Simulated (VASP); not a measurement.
A run of VASP 6.6.1 is set up as follows.

File INCAR:

```
PREC = Accurate
ENCUT = 520
EDIFF = 1E-6
ISMEAR = 0
SIGMA = 0.1
LREAL = F
LASPH = T
NELM = 60
ALGO = Normal
ISIF = 2
LWAVE = F
LCHARG = F
LDIPOL = T
IDIPOL = 3
DIPOL = 0.5 0.5 0.390
GGA = PE
IBRION = 2
NSW = 36
EDIFFG = -0.025
```

File KPOINTS:

```
Automatic mesh
0
Gamma
  9 9 1
```

The input POSCAR:

```
Mg4Si
1.0
    3.2100692859      0.0000000000      0.0000000000
   -1.6050346429      2.7800015495      0.0000000000
    0.0000000000      0.0000000000     23.2147784313
Mg Si
4 1
Selective dynamics
Direct
    0.6666666667      0.3333333333      0.1723040352  F F F
    0.3333333333      0.6666666667      0.2829644272  F F F
    0.6666666667      0.3333333333      0.3920793237  F F F
    0.3333333333      0.6666666667      0.5046258988  F F F
    0.5000000000      1.3333333333      0.5992459454  F F T
```

Potentials or basis: VASP PAW PBE potentials, release 64 (Mg, Si).

Launch:

```sh
$ cat potpaw_PBE.64/Mg/POTCAR potpaw_PBE.64/Si/POTCAR > POTCAR
$ mpirun -np 1 vasp_std > vasp.out
```

Problem. Predict the band gap on the k mesh.

Solution. Zero (bands 6 and 7 overlap by 0.23 eV).

Problem. Estimate the energy gained by relaxing.

Solution. 0.9 meV/atom.

Final structure:
```
CELL_PARAMETERS angstrom
3.21007 0.00000 0.00000
-1.60503 2.78000 0.00000
0.00000 0.00000 23.21478
ATOMIC_POSITIONS crystal
Mg 0.66667 0.33333 0.17230
Mg 0.33333 0.66667 0.28296
Mg 0.66667 0.33333 0.39208
Mg 0.33333 0.66667 0.50463
Si 0.50000 0.33333 0.60128
```
